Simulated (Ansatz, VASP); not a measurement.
**Al2Si in VASP and in Ansatz**

INCAR

```
PREC = Accurate
ENCUT = 600
EDIFF = 1E-6
ISMEAR = 0
SIGMA = 0.1
LREAL = False
LASPH = True
NELM = 60
ALGO = Normal
ISIF = 3
LWAVE = False
LCHARG = False
GGA = PE
IBRION = 2
NSW = 90
EDIFFG = -0.04
```

KPOINTS

```
Automatic mesh
0
Gamma
  6 6 6
```

Contents of POSCAR:

```
Al2Si
1.0
   -2.0976383083      3.3553448427      3.5559546345
    2.0976383083     -3.3553448427      3.5559546345
    2.0976383083      3.3553448427     -3.5559546345
Al Si
4 2
Direct
    0.2140000000      0.1620000000      0.0520000000
    0.6100000000      0.1620000000      0.4480000000
    0.7860000000      0.8380000000      0.9480000000
    0.3900000000      0.8380000000      0.5520000000
    0.7960000000      0.5460000000      0.2500000000
    0.2040000000      0.4540000000      0.7500000000
```

Input for Ansatz:

```yaml
crystal:
  lattice:
    - [-2.0976383083, 3.3553448427, 3.5559546345]
    - [2.0976383083, -3.3553448427, 3.5559546345]
    - [2.0976383083, 3.3553448427, -3.5559546345]
  atoms:
    - { symbol: Al, position: [0.214, 0.162, 0.052] }
    - { symbol: Al, position: [0.61, 0.162, 0.448] }
    - { symbol: Al, position: [0.786, 0.838, 0.948] }
    - { symbol: Al, position: [0.39, 0.838, 0.552] }
    - { symbol: Si, position: [0.796, 0.546, 0.25] }
    - { symbol: Si, position: [0.204, 0.454, 0.75] }
basis:
  ecutwfc: 420
kpoints:
  mp_grid: { grid: [6, 6, 6] }
hamiltonian:
  xc: pbe
scf:
  occupations: { method: gaussian, width: 0.1 }
  lower_state_search: "off"
output:
  forces: true
  stress: true
  eigenvalues: true
relax:
  adjacent_minimum: "off"
  f_tol: 0.04
  max_steps: 70
  cell: { stress_tol: 0.4 }
```

Alike in both runs: task relaxation of cell and atoms; functional PBE; k mesh 6 × 6 × 6; occupations gaussian, width 0.1 eV; no spin polarisation.

```csv
,VASP,Ansatz
version,VASP 6.6.1,Ansatz 0.2.0
potentials or method,"VASP PAW PBE potentials, release 64 (Al, Si), cutoff 600 eV","scalar-relativistic, plane waves, PAW"
valence electrons in the cell,20,20
```

VASP gave:

* gap on the k mesh at the Fermi level, each at its own relaxed structure (eV): none
* relaxed volume (Å³/atom): 17.11
* relaxed cell length with the largest relative difference (Å): 6.212

Problem. Which values does Ansatz return?

Solution. gap on the k mesh at the Fermi level, each at its own relaxed structure (eV): none; relaxed volume (Å³/atom): 17.10; relaxed cell length with the largest relative difference (Å): 6.217.

A gap of «none» marks a metal or a gap that the smearing closes.
